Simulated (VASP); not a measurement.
# ZnCd3S4 (P-43m) in VASP: single point with LDA

Aim: the single point of ZnCd3S4 with LDA.

Everything below comes from runs of VASP 6.6.1. Logs are shortened: lines on timing, memory, paths and dates and some standing lists are left out, and cuts for length are marked.

**1. The cell of the first run**

It takes space group P-43m (No. 215, cubic). The conventional cell has a = 5.760 Å, b = 5.760 Å, c = 5.760 Å, α = 90.00°, β = 90.00°, γ = 90.00°. Within 3.1 Å of Zn (site symmetry -43m) lie 4 S at 2.36 Å. Cd (site symmetry -42m) has 4 S at 2.54 Å within 3.4 Å. Within 3.1 Å of S (site symmetry 3m) lie 1 Zn at 2.36 Å and 3 Cd at 2.54 Å.

**2. Single point, LDA**

Contents of INCAR:

```
PREC = Accurate
ENCUT = 520
EDIFF = 1E-6
ISMEAR = 0
SIGMA = 0.01
LREAL = False
LASPH = True
NELM = 80
ALGO = Normal
ISIF = 2
LWAVE = False
LCHARG = False
NBANDS = 46
```

Contents of KPOINTS:

```
Automatic mesh
0
Gamma
  4 4 4
```

Contents of POSCAR:

```
ZnCd3S4
1.0
    5.7595460000      0.0000000000      0.0000000000
    0.0000000000      5.7595460000      0.0000000000
    0.0000000000      0.0000000000      5.7595460000
Zn Cd S
1 3 4
Direct
    0.0000000000      0.0000000000      0.0000000000
    0.0000000000      0.5000000000      0.5000000000
    0.5000000000      0.5000000000      0.0000000000
    0.5000000000      0.0000000000      0.5000000000
    0.7636090000      0.7636090000      0.2363910000
    0.7636090000      0.2363910000      0.7636090000
    0.2363910000      0.7636090000      0.7636090000
    0.2363910000      0.2363910000      0.2363910000
```

Potentials or basis: VASP PAW LDA potentials, release 64 (Zn, Cd, S).

Command:

```console
cat potpaw_LDA.64/Zn/POTCAR potpaw_LDA.64/Cd/POTCAR potpaw_LDA.64/S/POTCAR > POTCAR
mpirun -np 1 vasp_std > vasp.out
```

OUTCAR:

```text
PREC = Accurate
   ENCUT = 520
   EDIFF = 1E-6
   ISMEAR = 0
   LREAL = False
   LASPH = True
   NELM = 80
   ISIF = 2

 ion  position               nearest neighbor table
   1  0.000  0.000  0.000-   5 2.36   6 2.36   7 2.36   8 2.36
   2  0.000  0.500  0.500-   5 2.54   6 2.54   7 2.54   8 2.54
   3  0.500  0.500  0.000-   5 2.54   6 2.54   7 2.54   8 2.54
   4  0.500  0.000  0.500-   5 2.54   6 2.54   7 2.54   8 2.54
   5  0.764  0.764  0.236-   1 2.36   2 2.54   3 2.54   4 2.54
   6  0.764  0.236  0.764-   1 2.36   2 2.54   3 2.54   4 2.54
   7  0.236  0.764  0.764-   1 2.36   2 2.54   3 2.54   4 2.54
   8  0.236  0.236  0.236-   1 2.36   2 2.54   3 2.54   4 2.54

  LATTYP: Found a simple cubic cell.
 ALAT       =     5.7595460000

  Lattice vectors:

 A1 = (   5.7595460000,   0.0000000000,   0.0000000000)
 A2 = (   0.0000000000,   5.7595460000,   0.0000000000)
 A3 = (   0.0000000000,   0.0000000000,   5.7595460000)

Analysis of symmetry for initial positions (statically):
=====================================================================
 Subroutine PRICEL returns:
 Original cell was already a primitive cell.

 Routine SETGRP: Setting up the symmetry group for a
 simple cubic supercell.

 Subroutine GETGRP returns: Found 24 space group operations
 (whereof 24 operations were pure point group operations)
 out of a pool of 48 trial point group operations.

The static configuration has the point symmetry T_d .

Analysis of symmetry for dynamics (positions and initial velocities):
=====================================================================
 Subroutine PRICEL returns:
 Original cell was already a primitive cell.

 Routine SETGRP: Setting up the symmetry group for a
 simple cubic supercell.

 Subroutine GETGRP returns: Found 24 space group operations
 (whereof 24 operations were pure point group operations)
 out of a pool of 48 trial point group operations.

The dynamic configuration has the point symmetry T_d .

 Subroutine INISYM returns: Found 24 space group operations
 (whereof 24 operations are pure point group operations),
 and found     1 'primitive' translations

----------------------------------------------------------------------------------------

                                     Primitive cell

  volume of cell :     191.0578

  direct lattice vectors                    reciprocal lattice vectors
     5.759546000  0.000000000  0.000000000     0.173624796  0.000000000  0.000000000
     0.000000000  5.759546000  0.000000000     0.000000000  0.173624796  0.000000000
     0.000000000  0.000000000  5.759546000     0.000000000  0.000000000  0.173624796

  length of vectors
     5.759546000  5.759546000  5.759546000     0.173624796  0.173624796  0.173624796

  position of ions in fractional coordinates (direct lattice)
     0.000000000  0.000000000  0.000000000
     0.000000000  0.500000000  0.500000000
     0.500000000  0.500000000  0.000000000
     0.500000000  0.000000000  0.500000000
     0.763609000  0.763609000  0.236391000
     0.763609000  0.236391000  0.763609000
     0.236391000  0.763609000  0.763609000
     0.236391000  0.236391000  0.236391000

  ion indices of the primitive-cell ions
   primitive index   ion index
                 1           1
                 2           2
                 3           3
                 4           4
                 5           5
                 6           6
                 7           7
                 8           8

----------------------------------------------------------------------------------------

 KPOINTS: Automatic mesh

Automatic generation of k-mesh.
 Grid dimensions read from file:
 generate k-points for:    4    4    4

 Generating k-lattice:

  Cartesian coordinates                     Fractional coordinates (reciprocal lattice)
     0.043406199  0.000000000  0.000000000     0.250000000  0.000000000  0.000000000
     0.000000000  0.043406199  0.000000000     0.000000000  0.250000000  0.000000000
     0.000000000  0.000000000  0.043406199     0.000000000  0.000000000  0.250000000

  Length of vectors
     0.043406199  0.043406199  0.043406199

  Shift w.r.t. Gamma in fractional coordinates (k-lattice)
     0.000000000  0.000000000  0.000000000

 Subroutine IBZKPT returns following result:
 ===========================================

 Found     10 irreducible k-points:

 Following reciprocal coordinates:
            Coordinates               Weight
  0.000000  0.000000  0.000000      1.000000
  0.250000  0.000000  0.000000      6.000000
  0.500000  0.000000  0.000000      3.000000
  0.250000  0.250000  0.000000     12.000000
  0.500000  0.250000  0.000000     12.000000
  0.500000  0.500000  0.000000      3.000000
  0.250000  0.250000  0.250000      8.000000
  0.500000  0.250000  0.250000     12.000000
  0.500000  0.500000  0.250000      6.000000
  0.500000  0.500000  0.500000      1.000000
   k-points           NKPTS =     10   k-points in BZ     NKDIM =     10   number of bands    NBANDS=     46
   number of dos      NEDOS =    301   number of ions     NIONS =      8
   total plane-waves  NPLWV = 110592
   dimension x,y,z NGX =    48 NGY =   48 NGZ =   48
   dimension x,y,z NGXF=    96 NGYF=   96 NGZF=   96
   ions per type =               1   3   4
   NGX,Y,Z   is equivalent  to a cutoff of  13.85, 13.85, 13.85 a.u.
   NGXF,Y,Z  is equivalent  to a cutoff of  27.71, 27.71, 27.71 a.u.
 SYSTEM =  unknown system
   PREC   = accura    normal or accurate (medium, high low for compatibility)
   ISTART =      0    job   : 0-new  1-cont  2-samecut
   ICHARG =      2    charge: 1-file 2-atom 10-const
   ISPIN  =      1    spin polarized calculation?
   LNONCOLLINEAR =      F non collinear calculations
   LSORBIT =      F    spin-orbit coupling
   LASPH  =      T    aspherical Exc in radial PAW
   ENCUT  =  520.0 eV  38.22 Ry    6.18 a.u.  10.71 10.71 10.71*2*pi/ulx,y,z
   NELM   =     80;   NELMIN=  2; NELMDL= -5     # of ELM steps
   EDIFF  = 0.1E-05   stopping-criterion for ELM
   LREAL  =      F    real-space projection
   EDIFFG = 0.1E-04   stopping-criterion for IOM
   NSW    =      0    number of steps for IOM
   IBRION =     -1    ionic relax: 0-MD 1-quasi-New 2-CG
   NFREE  =      0    steps in history (QN), initial steepest desc. (CG)
   ISIF   =      2    stress and relaxation
   ISYM   =      2    0-nonsym 1-usesym 2-fastsym
   POTIM  = 0.5000    time-step for ionic-motion
   TEBEG  =    0.0;   TEEND  =   0.0 temperature during run
   PSTRESS=    0.0 pullay stress
   NELECT =      72.0000    total number of electrons
   NUPDOWN=      -1.0000    fix difference up-down
   EMIN   =  10.00;   EMAX   =-10.00  energy-range for DOS
   EFERMI =   0.00;   METHOD = LEGACY
   ISMEAR =     0;   SIGMA  =   0.01  broadening in eV -4-tet -1-fermi 0-gaus
   EFERMI_NEDOS =   21; number of points for ismear=-14 and -15
   IALGO  =     38    algorithm
   IMIX   =      4    mixing-type and parameters
     AMIX     =   0.40;   BMIX     =  1.00
     AMIX_MAG =   1.60;   BMIX_MAG =  1.00
  volume/ion in A,a.u.               =      23.88       161.17
  Fermi-wavevector in a.u.,A,eV,Ry     =   1.182490  2.234582 19.024784  1.398282
  Thomas-Fermi vector in A             =   2.318743
   LORBIT       =      0    0 simple, 1 ext, 2 COOP (PROOUT), +10 PAW based schemes
   GGA     = CA    functional components
   LHFCALC =     F    Hartree Fock is set to
   AEXX    =    0.0000 exact exchange contribution
   IVDW    =     0    specifies the selected vdW correction
   LEPSILON=     F    determine dielectric tensor
   LRPA    =     F    only Hartree local field effects (RPA)
 non-spin polarized calculation
 Gauss-broadening in eV      SIGMA  =   0.01
  energy-cutoff  :      520.00
  volume of cell :      191.06
 maximum number of plane-waves:      5216
 NGX is ok and might be reduce to    48
   NGX = 21   NGY = 21   NGZ = 21

 number of electron      71.9999975 magnetization

 Free energy of the ion-electron system (eV)
  ---------------------------------------------------
  ext. energy  EPLUGINS =         0.00000000
  ---------------------------------------------------
  free energy    TOTEN  =       -30.22632031 eV

  energy without entropy =      -30.22632031  energy(sigma->0) =      -30.22632031

 E-fermi :   1.1894     XC(G=0):  -9.6231

 val. band max:        1.1461729420   @ k =   0.0000   0.0000   0.0000
 cond. band min:       2.1754455407   @ k =   0.0000   0.0000   0.0000
 fundamental gap:      1.0292725987
 Fermi energy:         1.1894443269

 k-point     1 :       0.0000    0.0000    0.0000
  band No.  band energies     occupation
      1     -11.2662      2.00000
      2     -10.5293      2.00000
      3     -10.5293      2.00000
      4     -10.5293      2.00000
      5      -6.4861      2.00000
      6      -6.4861      2.00000
[... 38 lines left out ...]
     45       7.5451      0.00000
     46       7.5451      0.00000

 k-point     2 :       0.2500    0.0000    0.0000
  band No.  band energies     occupation
      1     -11.1688      2.00000
      2     -10.6320      2.00000
      3     -10.5303      2.00000
      4     -10.5303      2.00000
      5      -6.4909      2.00000
      6      -6.4611      2.00000
[... 38 lines left out ...]
     45       8.0298      0.00000
     46       8.0298      0.00000

 k-point     3 :       0.5000    0.0000    0.0000
  band No.  band energies     occupation
      1     -10.9909      2.00000
      2     -10.8156      2.00000
      3     -10.5313      2.00000
      4     -10.5313      2.00000
      5      -6.4497      2.00000
      6      -6.4145      2.00000
[... 332 lines left out ...]
     45       8.1671      0.00000
     46       8.1970      0.00000

 k-point    10 :       0.5000    0.5000    0.5000
  band No.  band energies     occupation
      1     -10.8223      2.00000
      2     -10.6689      2.00000
      3     -10.6689      2.00000
      4     -10.6689      2.00000
      5      -6.4304      2.00000
      6      -6.4304      2.00000
[... 38 lines left out ...]
     45       7.8158      0.00000
     46       8.3002      0.00000

------------------------ aborting loop because EDIFF is reached ----------------------------------------

  FORCE on cell =-STRESS in cart. coord.  units (eV):
  Direction    XX          YY          ZZ          XY          YZ          ZX
  --------------------------------------------------------------------------------------
  -------------------------------------------------------------------------------------
  Total       -4.3389001     -4.3389001     -4.3389001     -0.0000000     -0.0000000      0.0000000
  in kB      -36.3852598    -36.3852598    -36.3852598     -0.0000000     -0.0000000      0.0000000
  external PRESSURE =     -36.3852598 kB  Pullay stress =       0.0000000 kB

 VOLUME and BASIS-vectors are now :
 -----------------------------------------------------------------------------
  energy-cutoff  :      520.00
  volume of cell :      191.06
      direct lattice vectors                 reciprocal lattice vectors
     5.759546000  0.000000000  0.000000000     0.173624796  0.000000000  0.000000000
     0.000000000  5.759546000  0.000000000     0.000000000  0.173624796  0.000000000
     0.000000000  0.000000000  5.759546000     0.000000000  0.000000000  0.173624796

 POSITION                                       TOTAL-FORCE (eV/Angst)
 -----------------------------------------------------------------------------------
      0.00000      0.00000      0.00000         0.000000      0.000000      0.000000
      0.00000      2.87977      2.87977         0.000000      0.000000      0.000000
      2.87977      2.87977      0.00000         0.000000      0.000000      0.000000
      2.87977      0.00000      2.87977        -0.000000      0.000000      0.000000
      4.39804      4.39804      1.36150        -0.022455     -0.022455      0.022455
      4.39804      1.36150      4.39804        -0.022455      0.022455     -0.022455
      1.36150      4.39804      4.39804         0.022455     -0.022455     -0.022455
      1.36150      1.36150      1.36150         0.022455      0.022455      0.022455
 -----------------------------------------------------------------------------------
    total drift:                               -0.000000     -0.000000      0.000000

  FREE ENERGIE OF THE ION-ELECTRON SYSTEM (eV)
  ---------------------------------------------------
  free  energy   TOTEN  =       -30.2263203053 eV

  energy  without entropy=      -30.2263203053  energy(sigma->0) =      -30.22632031
```

Wall time 75 s (1 thread of Intel Xeon Platinum 8259CL at 2.50GHz (Skylake/Cascade Lake), shared host); peak memory 0.29 GiB.

Results:

```
Free energy            : -30.2263 eV
Pressure               : -3.6 GPa
Largest force          : 0.039 eV/Å
Band gap on the k mesh : 1.03 eV
```

Forces on the atoms (eV/Å):
```
Zn   0.000  0.000  0.000
Cd   0.000  0.000  0.000
Cd   0.000  0.000  0.000
Cd   0.000  0.000  0.000
S   -0.022 -0.022  0.022
S   -0.022  0.022 -0.022
S    0.022 -0.022 -0.022
S    0.022  0.022  0.022
```

Caveat: the cell stands under tension.
